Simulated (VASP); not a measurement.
Crystal: MgS (Niningerite).

```
S Mg
1.0
     0.00000    2.60165    2.60165
     2.60165    0.00000    2.60165
     2.60165    2.60165    0.00000
S Mg
1 1
Direct
  0.50000 0.50000 0.50000
  0.00000 0.00000 0.00000
```

Base run:

```yaml
Program: VASP 6.6.1
Functional: HSE06
Potentials_or_basis: VASP PAW PBE potentials, release 64 (S, Mg)
Cutoff: 520 eV
k_mesh: 5 × 5 × 5
Occupations: fermi-dirac, width 0.05 eV
Spin: no spin polarisation
```

Its results: band gap on the k mesh 4.19 eV, indirect (least direct gap 4.80 eV); pressure -0.7 GPa.

Question: The run is repeated on the same cell with these changes: functional from HSE06 to r2SCAN-based global hybrid. What comes out?

Answer: Band gap on the k mesh 5.97 eV, indirect (least direct gap 6.68 eV); pressure -1.6 GPa.

Caveats: the PAW data sets were made with another functional, which shifts forces and pressure a little.

A k mesh can miss the band edges.
